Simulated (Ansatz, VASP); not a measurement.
# One calculation of TiGe4Mo, two programs

```
Ti Ge Mo
1.0
     2.37147   -4.20328    0.00000
     2.37147    4.20328    0.00000
     0.00000    0.00000    4.74042
Ti Ge Mo
1 4 1
Direct
  0.50000 0.50000 0.50000
  0.66093 0.33907 0.00000
  0.16503 0.83497 0.50000
  0.33907 0.66093 0.00000
  0.83497 0.16503 0.50000
  0.00000 0.00000 0.00000
```

Alike in both runs: functional PBE; k mesh 4 × 4 × 4; occupations gaussian, width 0.1 eV; no spin polarisation.

Ansatz relaxed the structure, and its values are those at the end. VASP's run is a single point on that final structure, the one shown.

```csv
,VASP,Ansatz
version,VASP 6.6.1,Ansatz 0.2.0
potentials or method,"VASP PAW PBE potentials, release 64 (Ti_sv, Ge_d, Mo_sv), cutoff 520 eV","scalar-relativistic, plane waves, PAW"
valence electrons in the cell,82,82
```

Ansatz gave:

* gap on the k mesh at the Fermi level (eV): none
* pressure (GPa): 0.0

**Question.** Estimate VASP's values.

**Answer.** gap on the k mesh at the Fermi level (eV): none; pressure (GPa): 0.2.

A gap of «none» marks a metal or a gap that the smearing closes. With one functional, cell and mesh, what is left measures potentials, basis and numerics.

The k mesh is coarse, so the values compare programs but aren't converged.
